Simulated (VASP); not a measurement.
Set up this calculation in VASP 6.6.1, as the native input.

```yaml
Task: single point
Functional: PBE
Potentials_or_basis: VASP PAW PBE potentials, release 64 (Sc_sv, Si, F)
Cutoff: 600 eV
k_mesh: 12 × 12 × 6
Occupations: gaussian, width 0.1 eV
Spin: no spin polarisation
Dipole_correction: no
Further_INCAR_settings: ALGO = Normal; EDIFF = 1e-06; NBANDS = 28
```

The structure of Sc2SiF2 lies in POSCAR:

```
Sc2SiF2
1.0
    3.7334062533      0.0000000000      0.0000000000
   -1.8667031267      3.2332246580      0.0000000000
    0.0000000000      0.0000000000      6.3346832149
Sc Si F
2 1 2
Direct
    0.0000000000      0.0000000000      0.7307808914
    0.0000000000      0.0000000000      0.2692191086
    0.3333333333      0.6666666667      0.0000000000
    0.6666666667      0.3333333333      0.5000000000
    0.3333333333      0.6666666667      0.5000000000
```

The cell was built from a structure type or drawn by symmetry, and may not be a known phase.

One way to write it, as run:

INCAR

```
  PREC = Accurate
  ENCUT = 600
  EDIFF = 1E-6
  ISMEAR = 0
  SIGMA = 0.1
  LREAL = F
  LASPH = T
  NELM = 120
  ALGO = Normal
  ISIF = 2
  LWAVE = F
  LCHARG = T
  GGA = PE
  LELF = T
  LVHAR = T
  NBANDS = 28
  GGA_COMPAT = F
```

KPOINTS

```
Automatic mesh
0
Gamma
  12 12 6
```

Potentials or basis: VASP PAW PBE potentials, release 64 (Sc_sv, Si, F).

The run is started by

```sh
$ cat potpaw_PBE.64/Sc_sv/POTCAR potpaw_PBE.64/Si/POTCAR potpaw_PBE.64/F/POTCAR > POTCAR
$ mpirun -np 1 vasp_std > vasp.out
```

Results of the run:

```
Pressure               : 0.0 GPa
Largest force          : 0.016 eV/Å
Band gap on the k mesh : zero (bands 20 and 21 overlap by 0.57 eV)
```

Wall time 100 s on 1 thread of Intel(R) Xeon(R) 6975P-C (Granite Rapids) (shared host), peak memory 0.33 GiB.
